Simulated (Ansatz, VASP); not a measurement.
# Two plane-wave programs on CaB2

```
CELL_PARAMETERS angstrom
-1.39376 1.39376 4.68480
1.39376 -1.39376 4.68480
1.39376 1.39376 -4.68480
ATOMIC_POSITIONS crystal
Ca 0.00000 0.00000 0.00000
B 0.72062 0.72062 0.00000
B 0.27938 0.27938 0.00000
```

Alike in both runs: functional PBE; k mesh 24 × 24 × 24; occupations gaussian, width 0.1 eV; no spin polarisation.

Ansatz relaxed the structure, and its values are those at the end. VASP's run is a single point on that final structure, the one shown.

```csv
,VASP,Ansatz
version,VASP 6.6.1,Ansatz 0.2.0
potentials or method,"VASP PAW PBE potentials, release 64 (Ca_sv, B), cutoff 520 eV","scalar-relativistic, plane waves, PAW"
valence electrons in the cell,16,16
```

|  | VASP | Ansatz | Ansatz less VASP |
| --- | --- | --- | --- |
| gap on the k mesh at the Fermi level (eV) | none | none | - |
| pressure (GPa) | 0.3 | 0.0 | -0.30 |
| rms of the force components (eV/Å) | 0.004 | 0.001 | -0.0025 |

A gap of «none» marks a metal or a gap that the smearing closes. With one functional, cell and mesh, what is left measures potentials, basis and numerics.
